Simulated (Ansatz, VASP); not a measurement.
# Two plane-wave programs on TePtSe3

```
Te Pt Se
1.0
     5.02281    0.00000    0.00000
     0.00000    5.02281    0.00000
     0.00000    0.00000    6.35848
Te Pt Se
1 1 3
Direct
  0.00000 0.00000 0.89511
  0.50000 0.50000 0.13773
  0.00000 0.00000 0.51798
  0.00000 0.50000 0.10351
  0.50000 0.00000 0.10351
```

Alike in both runs: functional PBE; k mesh 4 × 4 × 4; occupations gaussian, width 0.1 eV; no spin polarisation.

Ansatz relaxed the structure, and its values are those at the end. VASP's run is a single point on that final structure, the one shown.

```csv
,VASP,Ansatz
version,VASP 6.6.1,Ansatz 0.2.0
potentials or method,"VASP PAW PBE potentials, release 64 (Te, Pt, Se), cutoff 520 eV","scalar-relativistic, plane waves, PAW"
valence electrons in the cell,34,82
```

|  | VASP | Ansatz | Ansatz less VASP |
| --- | --- | --- | --- |
| gap on the k mesh at the Fermi level (eV) | none | none | - |
| pressure (GPa) | 0.1 | 0.1 | 0.00 |
| rms of the force components (eV/Å) | 0.024 | 0.013 | -0.0115 |

A gap of «none» marks a metal or a gap that the smearing closes. VASP's potentials hold 34 valence electrons a cell and Ansatz's 82, so a difference there can come from the potentials and not from the codes.

Spin-orbit coupling is off throughout.
